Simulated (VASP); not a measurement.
Wanted: the native input for a VASP 6.6.1 run.

- Task: single point
- Functional: r2SCAN
- Potentials or basis: VASP PAW PBE potentials, release 64 (Si, Ge_d)
- Cutoff: 520 eV
- k mesh: 6 × 6 × 6
- Occupations: gaussian, width 0.05 eV
- Spin: no spin polarisation
- Dipole correction: no
- Further INCAR settings: ALGO = Normal; EDIFF = 1e-06; NBANDS = 31

Si7Ge:

```xyz
8
Lattice="5.4654 0.0000 0.0000 0.0000 5.4654 0.0000 0.0000 0.0000 5.4654" Properties=species:S:1:pos:R:3 pbc="T T T"
Si    1.3806    1.3806    1.3806
Si    0.0000    2.7327    2.7327
Si    2.7327    2.7327    0.0000
Si    2.7327    0.0000    2.7327
Si    4.0848    1.3806    4.0848
Si    4.0848    4.0848    1.3806
Si    1.3806    4.0848    4.0848
Ge    0.1299    0.1299    0.1299
```

This cell differs from its parent crystal: atom 8 (Ge) moved +0.225 Å towards its neighbour atom 1 (Si) at 2.391 Å.

The input as run:

POSCAR

```
Si7Ge
1.0
    5.4653950700      0.0000000000      0.0000000000
    0.0000000000      5.4653950700      0.0000000000
    0.0000000000      0.0000000000      5.4653950700
Si Ge
7 1
Direct
    0.2526152100      0.2526152100      0.2526152100
    0.0000000000      0.5000000000      0.5000000000
    0.5000000000      0.5000000000      0.0000000000
    0.5000000000      0.0000000000      0.5000000000
    0.7473847900      0.2526152100      0.7473847900
    0.7473847900      0.7473847900      0.2526152100
    0.2526152100      0.7473847900      0.7473847900
    0.0237684209      0.0237684209      0.0237684209
```

INCAR.step1

```
PREC = Accurate
ENCUT = 520
ISMEAR = 0
SIGMA = 0.05
LREAL = False
LASPH = True
NELM = 100
NBANDS = 31
GGA = PE
ALGO = Normal
EDIFF = 1E-4
LWAVE = True
LCHARG = False
```

INCAR.step2

```
PREC = Accurate
ENCUT = 520
EDIFF = 1E-6
ISMEAR = 0
SIGMA = 0.05
LREAL = False
LASPH = True
NELM = 100
ALGO = Normal
ISIF = 2
LWAVE = False
LCHARG = True
METAGGA = R2SCAN
LMIXTAU = True
LELF = True
LVHAR = True
NBANDS = 31
ISTART = 1
```

KPOINTS

```
Automatic mesh
0
Gamma
  6 6 6
```

Potentials or basis: VASP PAW PBE potentials, release 64 (Si, Ge_d).

Launch:

```bash
$ cat potpaw_PBE.64/Si/POTCAR potpaw_PBE.64/Ge_d/POTCAR > POTCAR
$ cp INCAR.step1 INCAR
$ mpirun -np 1 vasp_std > vasp.out
$ cp INCAR.step2 INCAR
$ mpirun -np 1 vasp_std > vasp.out
```

Results of the run:

```yaml
Pressure: 0.6 GPa
Largest_force: 4.051 eV/Å
Band_gap_on_the_k_mesh: 0.46 eV
```

Caveat: the cell differs from its parent crystal (atom 8 (Ge) moved +0.225 Å towards its neighbour atom 1 (Si) at 2.391 Å); semilocal functionals underestimate gaps, and a narrow one can read as zero; the PAW data sets were made with another functional, which shifts forces and pressure a little.

Run time: 3.6 min on 1 thread of Intel(R) Xeon(R) 6975P-C (Granite Rapids), on a shared host, peak memory 0.36 GiB.
